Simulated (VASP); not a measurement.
Here is a VASP 6.6.1 calculation.

The input INCAR:

```
SYSTEM = B
PREC = Accurate
ENCUT = 500
EDIFF = 1E-6
ISMEAR = -1
SIGMA = 0.1
LREAL = .FALSE.
LASPH = .TRUE.
NELM = 120
ALGO = Normal
ISIF = 2
LWAVE = .FALSE.
LCHARG = .TRUE.
GGA = PE
LELF = .TRUE.
LVHAR = .TRUE.
NBANDS = 8
GGA_COMPAT = .FALSE.
```

Contents of KPOINTS:

```
Automatic mesh
0
G
  8 8 8
  0 0 0
```

POSCAR

```
B
1.0
    1.8839499198      0.0000000000      0.0000000000
    0.0000000000      1.8839499198      0.0000000000
    0.0000000000      0.0000000000      1.8839499198
B
1
Direct
    0.0000000000      0.0000000000      0.0000000000
```

Potentials or basis: VASP PAW PBE potentials, release 64 (B).

Command:

```bash
$ cat potpaw_PBE.64/B/POTCAR > POTCAR
$ mpirun -np 1 vasp_std > vasp.out
```

Q: Predict the pressure.

A: 1.8 GPa.

Caveat: the k points lie up to 0.42 Å⁻¹ apart.
